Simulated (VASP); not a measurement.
Input of a VASP 6.6.1 run:

File INCAR:

```
ALGO = Normal
EDIFF = 1E-6
ENCUT = 520
GGA = PE
ISIF = 2
ISMEAR = 0
ISPIN = 2
LASPH = True
LCHARG = False
LMAXMIX = 4
LORBIT = 11
LREAL = False
LWAVE = False
MAGMOM = 1 1 0 0 0 0 0
NBANDS = 39
NELM = 150
PREC = Accurate
SIGMA = 0.1
```

Contents of KPOINTS:

```
k-points
0
Gamma
  6 6 4
```

Contents of POSCAR:

```
Ta2Se5
1.0
    5.3455193500      0.0000000000      0.0000000000
   -2.6727596700      4.6293555500      0.0000000000
    0.0000000000      0.0000000000      7.2111084100
Ta Se
2 5
Direct
    0.0000000000      0.0000000000      0.8203223000
    0.0000000000      0.0000000000      0.1796777000
    0.3333333300      0.6666666700      0.0000000000
    0.6666666700      0.3333333300      0.0000000000
    0.3333333300      0.6666666700      0.5000000000
    0.6666666700      0.3333333300      0.5000000000
    0.0000000000      0.0000000000      0.5000000000
```

Potentials or basis: VASP PAW PBE potentials, release 64 (Ta_pv, Se).

The run is started by

```console
$ cat potpaw_PBE.64/Ta_pv/POTCAR potpaw_PBE.64/Se/POTCAR > POTCAR
$ mpirun -np 1 vasp_std > vasp.out
```

What does it give for the net moment?

0.00 μB per cell.

Predict the band gap on the k mesh.

zero (filled and empty bands overlap).

Predict the pressure.

-4.9 GPa.

Estimate the largest force.

3.625 eV/Å.

Forces on the atoms (eV/Å):
```
Ta   0.000  0.000  3.625
Ta   0.000  0.000 -3.625
Se   0.000  0.000  0.000
Se   0.000  0.000  0.000
Se   0.000  0.000  0.000
Se   0.000  0.000  0.000
Se   0.000  0.000  0.000
```

Caveat: spin-orbit coupling is left out, which moves the levels of the heavy elements; forces of over 1 eV/Å act on the atoms, so gaps and moduli don't describe the material at rest.
